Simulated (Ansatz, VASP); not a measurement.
# Two plane-wave programs on Bi2Te2O

```
Bi Te O
1.0
     2.56809    1.48269    7.42999
    -2.56809    1.48269    7.42999
     0.00000   -2.96537    7.42999
Bi Te O
2 2 1
Direct
  0.98315 0.98315 0.98315
  0.16253 0.16253 0.16253
  0.51513 0.51513 0.51513
  0.71002 0.71002 0.71002
  0.35169 0.35169 0.35169
```

Alike in both runs: task relaxation of cell and atoms; functional PBE; k mesh 3 × 3 × 3; occupations gaussian, width 0.15 eV; no spin polarisation.

|  | VASP | Ansatz |
| --- | --- | --- |
| version | VASP 6.6.1 | Ansatz 0.2.0 |
| potentials or method | VASP PAW PBE potentials, release 64 (Bi_d, Te, O), cutoff 600 eV | scalar-relativistic, plane waves, PAW |
| valence electrons in the cell | 48 | 68 |

```csv
,VASP,Ansatz,Ansatz less VASP
"gap on the k mesh at the Fermi level, each at its own relaxed structure (eV)",1.07,1.06,-0.010
relaxed volume (Å³/atom),27.60,27.38,-0.218
relaxed length of the cell vector where the two differ most in proportion (Å),9.341,9.261,-0.0791
```

VASP's potentials hold 48 valence electrons a cell and Ansatz's 68, so a difference there can come from the potentials and not from the codes.

The k mesh is coarse, so the values compare programs but aren't converged. Neither program's run includes spin-orbit coupling. Noted on VASP's run: the volume moved by over 15 % at a fixed basis, so the end points are rough.
